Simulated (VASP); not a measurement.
Input of a VASP 6.6.1 run:

Contents of INCAR:

```
  PREC = Accurate
  ENCUT = 520
  EDIFF = 1E-7
  ISMEAR = -1
  SIGMA = 0.1
  LREAL = False
  LASPH = True
  NELM = 80
  ALGO = Normal
  ISIF = 2
  LWAVE = False
  LCHARG = False
  GGA = PE
  NBANDS = 50
```

KPOINTS

```
Automatic mesh
0
Gamma
  5 5 5
```

POSCAR

```
Rb2CdSe2O6
1.0
    5.7468470000      0.0000000000      0.0000000000
   -2.8734230000      4.9769190000      0.0000000000
   -2.8734230000      1.6589730000      6.5522330000
Cd Rb Se O
1 2 2 6
Direct
    0.0000000000      0.0000000000      0.0000000000
    0.8038000000      0.1962000000      0.4113000000
    0.1962000000      0.8038000000      0.5887000000
    0.6269500000      0.3730500000      0.8807500000
    0.3730500000      0.6269500000      0.1192500000
    0.7444100000      0.2555900000      0.7720300000
    0.7444100000      0.7167900000      0.7720300000
    0.2832100000      0.2555900000      0.7720300000
    0.2555900000      0.7444100000      0.2279700000
    0.7167900000      0.7444100000      0.2279700000
    0.2555900000      0.2832100000      0.2279700000
```

Potentials or basis: VASP PAW PBE potentials, release 64 (Cd, Rb_sv, Se, O).

Run with:

```bash
$ cat potpaw_PBE.64/Cd/POTCAR potpaw_PBE.64/Rb_sv/POTCAR potpaw_PBE.64/Se/POTCAR potpaw_PBE.64/O/POTCAR > POTCAR
$ mpirun -np 1 vasp_std > vasp.out
```

Q: Predict the pressure.

A: 6.2 GPa.

Q: Predict the largest force.

A: 1.671 eV/Å.

Forces in eV/Å, atoms in the order of the input:
```
Cd   0.000  0.000  0.000
Rb  -0.001  0.000 -0.058
Rb   0.001  0.000  0.058
Se  -0.011  0.007  1.671
Se   0.011 -0.007 -1.671
O    0.925 -0.534 -0.685
O    0.001  1.057 -0.678
O   -0.915 -0.529 -0.678
O   -0.925  0.534  0.685
O    0.915  0.529  0.678
O   -0.001 -1.057  0.678
```

Caveat: the cell stands under pressure; forces of over 1 eV/Å act on the atoms, so gaps and moduli don't describe the material at rest.
